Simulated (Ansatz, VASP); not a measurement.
## Two plane-wave programs on P

```xyz
2
Lattice="3.1980 0.0000 0.0000 -1.5990 2.7695 0.0000 0.0000 0.0000 28.0000" Properties=species:S:1:pos:R:3 pbc="T T T"
P     0.0000    1.8464   14.5335
P     1.5990    0.9232   13.4665
```

Alike in both runs: task single point; functional PBE; dispersion D3(BJ); k mesh 9 × 9 × 1; occupations gaussian, width 0.02 eV; no spin polarisation.

```csv
,VASP,Ansatz
version,VASP 6.6.1,Ansatz 0.2.0
potentials or method,"VASP PAW PBE potentials, release 64 (P), cutoff 520 eV","scalar-relativistic, plane waves, PAW"
valence electrons in the cell,10,10
```

Ansatz gave:

- gap on the k mesh at the Fermi level (eV): 1.00
- least direct gap on the mesh (eV): 1.52
- rms of the force components (eV/Å): 2.013

Problem. What did VASP give for the same quantities?

Solution. gap on the k mesh at the Fermi level (eV): 1.06; least direct gap on the mesh (eV): 1.58; rms of the force components (eV/Å): 1.949.

Atom by atom the forces differ by 0.065 eV/Å (rms over components).
